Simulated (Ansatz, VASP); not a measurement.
C in VASP and in Ansatz

File POSCAR:

```
C
1.0
    0.0000000000      1.7800000000      1.7800000000
    1.7800000000      0.0000000000      1.7800000000
    1.7800000000      1.7800000000      0.0000000000
C
2
Direct
    0.0000000000      0.0000000000      0.0000000000
    0.2500000000      0.2500000000      0.2500000000
```

INCAR.step1

```
SYSTEM = C
  PREC = Accurate
  ENCUT = 660
  ISMEAR = 0
  SIGMA = 0.1
  LREAL = .False.
  LASPH = .True.
  NELM = 120
  NBANDS = 11
  GGA = PE
  ALGO = Normal
  EDIFF = 1E-5
  LWAVE = .True.
  LCHARG = .False.
  GGA_COMPAT = .False.
```

The input INCAR.step2:

```
SYSTEM = C
  PREC = Accurate
  ENCUT = 660
  EDIFF = 1E-6
  ISMEAR = 0
  SIGMA = 0.1
  LREAL = .False.
  LASPH = .True.
  NELM = 120
  ALGO = Normal
  ISIF = 2
  LWAVE = .False.
  LCHARG = .False.
  METAGGA = R2SCAN
  LMIXTAU = .True.
  NBANDS = 11
  ISTART = 1
  GGA_COMPAT = .False.
```

File KPOINTS:

```
Automatic mesh
0
Gamma
  8 8 8
  0 0 0
```

Input for Ansatz:

```yaml
crystal:
  lattice:
    - [0.0, 1.78, 1.78]
    - [1.78, 0.0, 1.78]
    - [1.78, 1.78, 0.0]
  atoms:
    - { symbol: C, position: [0.0, 0.0, 0.0] }
    - { symbol: C, position: [0.25, 0.25, 0.25] }
basis:
  ecutwfc: 500
kpoints:
  mp_grid: { grid: [8, 8, 8] }
hamiltonian:
  xc: r2scan
scf:
  occupations: { method: gaussian, width: 0.1 }
output:
  forces: true
  stress: true
  eigenvalues: true
```

Alike in both runs: task single point; functional r2SCAN; k mesh 8 × 8 × 8; occupations gaussian, width 0.1 eV; no spin polarisation.

|  | VASP | Ansatz |
| --- | --- | --- |
| version | VASP 6.6.1 | Ansatz 0.2.0 |
| potentials or method | VASP PAW PBE potentials, release 64 (C), cutoff 660 eV | scalar-relativistic, plane waves, PAW |
| valence electrons in the cell | 8 | 8 |

Ansatz gave:

| Item | Value |
| --- | --- |
| gap on the k mesh at the Fermi level (eV) | 4.37 |
| least direct gap on the mesh (eV) | 5.90 |
| pressure (GPa) | 0.1 |

Question: What did VASP give for the same quantities?

Answer: gap on the k mesh at the Fermi level (eV): 4.34; least direct gap on the mesh (eV): 5.85; pressure (GPa): 0.2.

VASP's potentials were made for PBE, not for r2SCAN.
